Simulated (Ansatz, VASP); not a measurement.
**MgBe3Ge: VASP beside Ansatz**

```
Mg Be Ge
1.0
     4.74525    0.00000    0.00000
    -2.37263    4.10951    0.00000
     0.00000    0.00000    5.05658
Mg Be Ge
1 3 1
Direct
  0.00000 0.00000 0.00000
  0.50000 0.00000 0.00000
  0.00000 0.50000 0.00000
  0.50000 0.50000 0.00000
  0.00000 0.00000 0.50000
```

Alike in both runs: task single point; functional PBE; k mesh 12 × 12 × 8; occupations gaussian, width 0.1 eV; no spin polarisation.

```csv
,VASP,Ansatz
version,VASP 6.6.1,Ansatz 0.2.0
potentials or method,"VASP PAW PBE potentials, release 64 (Mg, Be, Ge_d), cutoff 520 eV","scalar-relativistic, plane waves, PAW"
valence electrons in the cell,22,30
```

VASP gave:

| Quantity | Value |
| --- | --- |
| gap on the k mesh at the Fermi level (eV) | none |
| pressure (GPa) | 0.1 |
| traceless stress, the component that is largest in VASP (GPa) | -0.06 |

Problem. Which values does Ansatz return?

Solution. gap on the k mesh at the Fermi level (eV): none; pressure (GPa): 0.0; traceless stress, the component that is largest in VASP (GPa): 0.00.

A gap of «none» marks a metal or a gap that the smearing closes. VASP's potentials hold 22 valence electrons a cell and Ansatz's 30, so a difference there can come from the potentials and not from the codes.
